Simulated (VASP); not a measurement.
# Ta16N in VASP: notebook

Runs on Ta16N. Level: PBE. Tasks: single point.

Program: VASP 6.6.1. These are calculated values, not measurements. Logs are shortened: lines on timing, memory, paths and dates and some standing lists are left out, and cuts for length are marked.

**1. The cell of the first run**

The cell holds a slab with vacuum, 17 atoms: a = 6.638 Å, b = 6.638 Å, c = 20.300 Å, α = 90.00°, β = 90.00°, γ = 90.00°.

**2. Single point, PBE**

File INCAR:

```
SYSTEM = Ta16N
ALGO = Normal ; DIPOL = 0.5 0.5 0.329
EDIFF = 1E-6 ; ENCUT = 520
GGA = PE ; IDIPOL = 3
ISIF = 2 ; ISMEAR = 0
LASPH = .True. ; LCHARG = .True.
LDIPOL = .True. ; LELF = .True.
LREAL = Auto ; LVACPOTAV = .True.
LVHAR = .True. ; LWAVE = .False.
NBANDS = 104 ; NELM = 100
PREC = Accurate ; SIGMA = 0.1
```

File KPOINTS:

```
k-points
0
Gamma
  4 4 1
  0 0 0
```

File POSCAR:

```
Ta16N
1.0
    6.6379342675      0.0000000000      0.0000000000
    0.0000000000      6.6379342675      0.0000000000
    0.0000000000      0.0000000000     20.2996559605
Ta N
16 1
Direct
    0.2500000000      0.2500000000      0.1970476745
    0.2500000000      0.7500000000      0.1970476745
    0.7500000000      0.2500000000      0.1970476745
    0.7500000000      0.7500000000      0.1970476745
    0.0000000000      0.0000000000      0.2787970189
    0.0000000000      0.5000000000      0.2787970189
    0.5000000000      0.0000000000      0.2787970189
    0.5000000000      0.5000000000      0.2787970189
    0.2500000000      0.2500000000      0.3599139072
    0.2500000000      0.7500000000      0.3599139072
    0.7500000000      0.2500000000      0.3599139072
    0.7500000000      0.7500000000      0.3599139072
    0.0000000000      0.0000000000      0.4334879358
    0.0000000000      0.5000000000      0.4334879358
    0.5000000000      0.0000000000      0.4334879358
    0.5000000000      0.5000000000      0.4334879358
    0.0000000000      0.0000000000      0.5212814788
```

Potentials or basis: VASP PAW PBE potentials, release 64 (Ta_pv, N).

Started as:

```
> cat potpaw_PBE.64/Ta_pv/POTCAR potpaw_PBE.64/N/POTCAR > POTCAR
> mpirun -np 1 vasp_std > vasp.out
```

OUTCAR:

```text
SYSTEM = Ta16N
   EDIFF = 1E-6
   ENCUT = 520
   GGA = PE
   ISIF = 2
   ISMEAR = 0
   LASPH = .True.
   LREAL = Auto
   NELM = 100
   PREC = Accurate

 ion  position               nearest neighbor table
   1  0.250  0.250  0.197-   5 2.87   6 2.87   7 2.87   8 2.87   9 3.31   3 3.32   2 3.32   2 3.32
                             3 3.32
   2  0.250  0.750  0.197-   5 2.87   6 2.87   7 2.87   8 2.87  10 3.31   4 3.32   1 3.32   1 3.32
                             4 3.32
   3  0.750  0.250  0.197-   5 2.87   6 2.87   7 2.87   8 2.87  11 3.31   4 3.32   1 3.32   4 3.32
                             1 3.32
   4  0.750  0.750  0.197-   5 2.87   6 2.87   7 2.87   8 2.87  12 3.31   3 3.32   2 3.32   3 3.32
                             2 3.32
   5  0.000  0.000  0.279-   9 2.87  10 2.87  11 2.87  12 2.87   1 2.87   2 2.87   3 2.87   4 2.87
                            13 3.14   7 3.32   6 3.32   6 3.32   7 3.32
   6  0.000  0.500  0.279-   9 2.87  10 2.87  11 2.87  12 2.87   1 2.87   2 2.87   3 2.87   4 2.87
                            14 3.14   8 3.32   5 3.32   5 3.32   8 3.32
   7  0.500  0.000  0.279-   9 2.87  10 2.87  11 2.87  12 2.87   1 2.87   2 2.87   3 2.87   4 2.87
                            15 3.14   8 3.32   5 3.32   8 3.32   5 3.32
   8  0.500  0.500  0.279-   9 2.87  10 2.87  11 2.87  12 2.87   1 2.87   2 2.87   3 2.87   4 2.87
                            16 3.14   7 3.32   6 3.32   7 3.32   6 3.32
   9  0.250  0.250  0.360-  13 2.78  14 2.78  15 2.78  16 2.78   5 2.87   6 2.87   7 2.87   8 2.87
                             1 3.31  10 3.32  11 3.32  10 3.32  11 3.32
  10  0.250  0.750  0.360-  13 2.78  14 2.78  15 2.78  16 2.78   5 2.87   6 2.87   7 2.87   8 2.87
                             2 3.31   9 3.32  12 3.32   9 3.32  12 3.32
  11  0.750  0.250  0.360-  13 2.78  14 2.78  15 2.78  16 2.78   5 2.87   6 2.87   7 2.87   8 2.87
                             3 3.31   9 3.32  12 3.32  12 3.32   9 3.32
  12  0.750  0.750  0.360-  13 2.78  14 2.78  15 2.78  16 2.78   5 2.87   6 2.87   7 2.87   8 2.87
                             4 3.31  10 3.32  11 3.32  11 3.32  10 3.32
  13  0.000  0.000  0.433-  17 1.78  10 2.78  11 2.78  12 2.78   9 2.78   5 3.14  15 3.32  14 3.32
                            14 3.32  15 3.32
  14  0.000  0.500  0.433-   9 2.78  10 2.78  11 2.78  12 2.78   6 3.14  13 3.32  16 3.32  13 3.32
                            16 3.32
  15  0.500  0.000  0.433-   9 2.78  10 2.78  11 2.78  12 2.78   7 3.14  13 3.32  16 3.32  16 3.32
                            13 3.32
  16  0.500  0.500  0.433-   9 2.78  10 2.78  11 2.78  12 2.78   8 3.14  14 3.32  15 3.32  15 3.32
                            14 3.32
  17  0.000  0.000  0.521-  13 1.78

  LATTYP: Found a simple tetragonal cell.
 ALAT       =     6.6379342675
 C/A-ratio  =     3.0581284994

  Lattice vectors:

 A1 = (   6.6379342675,   0.0000000000,   0.0000000000)
 A2 = (   0.0000000000,   6.6379342675,   0.0000000000)
 A3 = (   0.0000000000,   0.0000000000,  20.2996559605)

Analysis of symmetry for initial positions (statically):
=====================================================================
 Subroutine PRICEL returns:
 Original cell was already a primitive cell.

 Routine SETGRP: Setting up the symmetry group for a
 simple tetragonal supercell.

 Subroutine GETGRP returns: Found  8 space group operations
 (whereof  8 operations were pure point group operations)
 out of a pool of 16 trial point group operations.

The static configuration has the point symmetry C_4v.

Analysis of symmetry for dynamics (positions and initial velocities):
=====================================================================
 Subroutine PRICEL returns:
 Original cell was already a primitive cell.

 Routine SETGRP: Setting up the symmetry group for a
 simple tetragonal supercell.

 Subroutine GETGRP returns: Found  8 space group operations
 (whereof  8 operations were pure point group operations)
 out of a pool of 16 trial point group operations.

The dynamic configuration has the point symmetry C_4v.

 Subroutine INISYM returns: Found  8 space group operations
 (whereof  8 operations are pure point group operations),
 and found     1 'primitive' translations

----------------------------------------------------------------------------------------

                                     Primitive cell

  volume of cell :     894.4469

  direct lattice vectors                    reciprocal lattice vectors
     6.637934268  0.000000000  0.000000000     0.150649277  0.000000000  0.000000000
     0.000000000  6.637934268  0.000000000     0.000000000  0.150649277  0.000000000
     0.000000000  0.000000000 20.299655961     0.000000000  0.000000000  0.049261919

  length of vectors
     6.637934268  6.637934268 20.299655961     0.150649277  0.150649277  0.049261919

  position of ions in fractional coordinates (direct lattice)
     0.250000000  0.250000000  0.197047674
     0.250000000  0.750000000  0.197047674
     0.750000000  0.250000000  0.197047674
     0.750000000  0.750000000  0.197047674
     0.000000000  0.000000000  0.278797019
     0.000000000  0.500000000  0.278797019
[... 9 lines left out ...]
     0.500000000  0.500000000  0.433487936
     0.000000000  0.000000000  0.521281479

  ion indices of the primitive-cell ions
   primitive index   ion index
                 1           1
                 2           2
                 3           3
                 4           4
                 5           5
                 6           6
[... 9 lines left out ...]
                16          16
                17          17

----------------------------------------------------------------------------------------

 KPOINTS: k-points

Automatic generation of k-mesh.
 Grid dimensions read from file:
 generate k-points for:    4    4    1

 Generating k-lattice:

  Cartesian coordinates                     Fractional coordinates (reciprocal lattice)
     0.037662319  0.000000000  0.000000000     0.250000000  0.000000000  0.000000000
     0.000000000  0.037662319  0.000000000     0.000000000  0.250000000  0.000000000
     0.000000000  0.000000000  0.049261919     0.000000000  0.000000000  1.000000000

  Length of vectors
     0.037662319  0.037662319  0.049261919

  Shift w.r.t. Gamma in fractional coordinates (k-lattice)
     0.000000000  0.000000000  0.000000000

 Subroutine IBZKPT returns following result:
 ===========================================

 Found      6 irreducible k-points:

 Following reciprocal coordinates:
            Coordinates               Weight
  0.000000  0.000000  0.000000      1.000000
  0.250000  0.000000  0.000000      4.000000
  0.500000  0.000000  0.000000      2.000000
  0.250000  0.250000  0.000000      4.000000
  0.500000  0.250000  0.000000      4.000000
  0.500000  0.500000  0.000000      1.000000
   k-points           NKPTS =      6   k-points in BZ     NKDIM =      6   number of bands    NBANDS=    104
   number of dos      NEDOS =    301   number of ions     NIONS =     17
   total plane-waves  NPLWV = 400000
   dimension x,y,z NGX =    50 NGY =   50 NGZ =  160
   dimension x,y,z NGXF=   100 NGYF=  100 NGZF=  320
   ions per type =              16   1
   NGX,Y,Z   is equivalent  to a cutoff of  12.52, 12.52, 13.10 a.u.
   NGXF,Y,Z  is equivalent  to a cutoff of  25.04, 25.04, 26.21 a.u.
 SYSTEM =  Ta16N
   PREC   = accura    normal or accurate (medium, high low for compatibility)
   ISTART =      0    job   : 0-new  1-cont  2-samecut
   ICHARG =      2    charge: 1-file 2-atom 10-const
   ISPIN  =      1    spin polarized calculation?
   LNONCOLLINEAR =      F non collinear calculations
   LSORBIT =      F    spin-orbit coupling
   LASPH  =      T    aspherical Exc in radial PAW
   ENCUT  =  520.0 eV  38.22 Ry    6.18 a.u.  12.34 12.34 37.74*2*pi/ulx,y,z
   NELM   =    100;   NELMIN=  2; NELMDL= -5     # of ELM steps
   EDIFF  = 0.1E-05   stopping-criterion for ELM
   LREAL  =      T    real-space projection
   EDIFFG = 0.1E-04   stopping-criterion for IOM
   NSW    =      0    number of steps for IOM
   IBRION =     -1    ionic relax: 0-MD 1-quasi-New 2-CG
   NFREE  =      0    steps in history (QN), initial steepest desc. (CG)
   ISIF   =      2    stress and relaxation
   ISYM   =      2    0-nonsym 1-usesym 2-fastsym
   POTIM  = 0.5000    time-step for ionic-motion
   TEBEG  =    0.0;   TEEND  =   0.0 temperature during run
   PSTRESS=    0.0 pullay stress
   NELECT =     181.0000    total number of electrons
   NUPDOWN=      -1.0000    fix difference up-down
   EMIN   =  10.00;   EMAX   =-10.00  energy-range for DOS
   EFERMI =   0.00;   METHOD = LEGACY
   ISMEAR =     0;   SIGMA  =   0.10  broadening in eV -4-tet -1-fermi 0-gaus
   EFERMI_NEDOS =   21; number of points for ismear=-14 and -15
   IALGO  =     38    algorithm
   IMIX   =      4    mixing-type and parameters
     AMIX     =   0.40;   BMIX     =  1.00
     AMIX_MAG =   1.60;   BMIX_MAG =  1.00
  volume/ion in A,a.u.               =      52.61       355.06
  Fermi-wavevector in a.u.,A,eV,Ry     =   0.961132  1.816275 12.568706  0.923774
  Thomas-Fermi vector in A             =   2.090477
   LORBIT       =      0    0 simple, 1 ext, 2 COOP (PROOUT), +10 PAW based schemes
   GGA     = PE    functional components
   LHFCALC =     F    Hartree Fock is set to
   AEXX    =    0.0000 exact exchange contribution
   IVDW    =     0    specifies the selected vdW correction
   LEPSILON=     F    determine dielectric tensor
   LRPA    =     F    only Hartree local field effects (RPA)
 non-spin polarized calculation
 Gauss-broadening in eV      SIGMA  =   0.10
  energy-cutoff  :      520.00
  volume of cell :      894.45
 maximum number of plane-waves:     24163
 NGX is ok and might be reduce to    50
   NGX = 25   NGY = 25   NGZ = 75

 dipolmoment           0.000000      0.000000     -2.279271 electrons x Angstroem

 number of electron     180.9999954 magnetization

 dipolmoment           0.000000      0.000000      0.233872 electrons x Angstroem

 Free energy of the ion-electron system (eV)
  ---------------------------------------------------
  ext. energy  EPLUGINS =         0.00000000
  ---------------------------------------------------
  free energy    TOTEN  =      -181.33398711 eV

  energy without entropy =     -181.26098723  energy(sigma->0) =     -181.29748717

 E-fermi :  -0.8649     XC(G=0):  -5.3135

 val. band max:       -0.8727642598   @ k =   0.5000   0.5000   0.0000
 cond. band min:      -0.8541423105   @ k =   0.5000   0.0000   0.0000
 fundamental gap:      0.0186219493
 Fermi energy:        -0.8649315473

 k-point     1 :       0.0000    0.0000    0.0000
  band No.  band energies     occupation
      1     -35.9084      2.00000
      2     -35.8883      2.00000
      3     -35.8883      2.00000
      4     -35.8824      2.00000
      5     -35.8744      2.00000
      6     -35.8744      2.00000
[... 94 lines left out ...]
    101       0.0519      0.00000
    102       0.2344      0.00000

 k-point     2 :       0.2500    0.0000    0.0000
  band No.  band energies     occupation
      1     -35.8948      2.00000
      2     -35.8836      2.00000
      3     -35.8725      2.00000
      4     -35.8685      2.00000
      5     -35.8590      2.00000
      6     -35.8569      2.00000
[... 409 lines left out ...]
    101      -0.2885      0.00000
    102      -0.1663      0.00000

 k-point     6 :       0.5000    0.5000    0.0000
  band No.  band energies     occupation
      1     -35.8553      2.00000
      2     -35.8461      2.00000
      3     -35.8461      2.00000
      4     -35.8423      2.00000
      5     -35.7913      2.00000
      6     -35.7913      2.00000
[... 94 lines left out ...]
    101      -0.3567      0.00000
    102      -0.0987      0.00000
 [bands above 102 left out]

------------------------ aborting loop because EDIFF is reached ----------------------------------------

  FORCE on cell =-STRESS in cart. coord.  units (eV):
  Direction    XX          YY          ZZ          XY          YZ          ZX
  --------------------------------------------------------------------------------------
  -------------------------------------------------------------------------------------
  Total      -16.6936511    -16.6936511     -0.9506849      0.0000000      0.0000000      0.0000000
  in kB      -29.9024891    -29.9024891     -1.7029136      0.0000000      0.0000000      0.0000000
  external PRESSURE =     -20.5026306 kB  Pullay stress =       0.0000000 kB

 VOLUME and BASIS-vectors are now :
 -----------------------------------------------------------------------------
  energy-cutoff  :      520.00
  volume of cell :      894.45
      direct lattice vectors                 reciprocal lattice vectors
     6.637934268  0.000000000  0.000000000     0.150649277  0.000000000  0.000000000
     0.000000000  6.637934268  0.000000000     0.000000000  0.150649277  0.000000000
     0.000000000  0.000000000 20.299655961     0.000000000  0.000000000  0.049261919

 POSITION                                       TOTAL-FORCE (eV/Angst)
 -----------------------------------------------------------------------------------
      1.65948      1.65948      4.00000        -0.038528     -0.038528      0.871716
      1.65948      4.97845      4.00000        -0.038528      0.038528      0.871716
      4.97845      1.65948      4.00000         0.038528     -0.038528      0.871716
      4.97845      4.97845      4.00000         0.038528      0.038528      0.871716
      0.00000      0.00000      5.65948         0.000000      0.000000     -1.353402
      0.00000      3.31897      5.65948         0.000000      0.000000     -0.782506
[... 9 lines left out ...]
      3.31897      3.31897      8.79966         0.000000      0.000000     -0.512883
      0.00000      0.00000     10.58183         0.000000      0.000000      0.296357
 -----------------------------------------------------------------------------------
    total drift:                               -0.000000      0.000000      0.005754

  FREE ENERGIE OF THE ION-ELECTRON SYSTEM (eV)
  ---------------------------------------------------
  free  energy   TOTEN  =      -181.3339871053 eV

  energy  without entropy=     -181.2609872312  energy(sigma->0) =     -181.29748717

 vacuum level on the upper side and lower side of the slab         4.110         3.149
```

Wall time 15 min (1 thread of Intel Xeon 6975P-C (Granite Rapids), shared host); peak memory 0.95 GiB.

What came out:

```
Free energy   : -181.3340 eV
Largest force : 2.355 eV/Å
```

Forces on the atoms (eV/Å):
```
Ta  -0.039 -0.039  0.872
Ta  -0.039  0.039  0.872
Ta   0.039 -0.039  0.872
Ta   0.039  0.039  0.872
Ta   0.000  0.000 -1.353
Ta   0.000  0.000 -0.783
Ta   0.000  0.000 -0.783
Ta   0.000  0.000 -0.732
Ta   0.607  0.607 -0.650
Ta   0.607 -0.607 -0.650
Ta  -0.607  0.607 -0.650
Ta  -0.607 -0.607 -0.650
Ta   0.000  0.000  2.355
Ta   0.000  0.000  0.313
Ta   0.000  0.000  0.313
Ta   0.000  0.000 -0.513
N    0.000  0.000  0.296
```

Levels at points of the mesh, in eV from the Fermi level:
| k point | band 88 | band 89 | band 90 | band 91 | band 92 | band 93 |
| --- | --- | --- | --- | --- | --- | --- |
| (0.00, 0.00, 0.00) | 0.15 | 0.15 | 0.17 | 0.25 | 0.25 | 0.36 |
| (0.50, 0.00, 0.00) | -0.52 | -0.30 | -0.30 | -0.20 | 0.01 | 0.27 |
| (0.50, 0.50, 0.00) | -0.85 | -0.71 | -0.66 | -0.66 | -0.22 | -0.07 |

Caveat: spin-orbit coupling is left out, which moves the levels of the heavy elements.

**3. Single point, PBE**

File INCAR:

```
SYSTEM = Ta16N
  PREC = Accurate
  ENCUT = 520
  EDIFF = 1E-7
  ISMEAR = 0
  SIGMA = 0.1
  LREAL = Auto
  LASPH = .TRUE.
  NELM = 60
  ALGO = Normal
  ISIF = 2
  LWAVE = .FALSE.
  LCHARG = .FALSE.
  LDIPOL = .TRUE.
  IDIPOL = 3
  DIPOL = 0.5 0.5 0.326
  GGA = PE
  NBANDS = 104
```

File KPOINTS:

```
Automatic mesh
0
G
  4 4 1
  0 0 0
```

POSCAR, as its differences from that of step 2:

```diff
@@ -24,2 +24,2 @@
     0.5000000000      0.5000000000      0.4334879358
-    0.0000000000      0.0000000000      0.5212814788
+    0.2500000000      0.2500000000      0.4634263888
```

Potentials or basis: VASP PAW PBE potentials, release 64 (Ta_pv, N).

Started as:

```
> cat potpaw_PBE.64/Ta_pv/POTCAR potpaw_PBE.64/N/POTCAR > POTCAR
> mpirun -np 1 vasp_std > vasp.out
```

It took 18 min on 1 thread of Intel Xeon 6975P-C (Granite Rapids), shared host; peak memory 0.95 GiB.

It converged, with:

| Property | Result |
| --- | --- |
| Free energy | -184.5039 eV |
| Largest force | 3.187 eV/Å |

Forces in eV/Å, atoms in the order of the input:
```
Ta   0.000  0.000  1.050
Ta   0.000  0.000  0.847
Ta   0.000  0.000  0.847
Ta   0.000  0.000  0.908
Ta  -0.048 -0.048 -0.960
Ta  -0.048  0.048 -0.960
Ta   0.048 -0.048 -0.960
Ta   0.048  0.048 -0.960
Ta   0.000  0.000 -3.187
Ta   0.000  0.000  0.072
Ta   0.000  0.000  0.072
Ta   0.000  0.000 -0.255
Ta   0.720  0.720  0.861
Ta   0.720 -0.720  0.861
Ta  -0.720  0.720  0.861
Ta  -0.720 -0.720  0.861
N    0.000  0.000  0.044
```

Levels at points of the mesh, in eV from the Fermi level:
```
           k point  band 88  band 89  band 90  band 91  band 92  band 93
(0.00, 0.00, 0.00)    -0.07    -0.03     0.15     0.19     0.37     0.39
(0.50, 0.00, 0.00)    -0.46    -0.38    -0.27    -0.20     0.18     0.31
(0.50, 0.50, 0.00)    -0.95    -0.84    -0.60    -0.60    -0.14    -0.09
```

Caveat: spin-orbit coupling is left out, which moves the levels of the heavy elements.
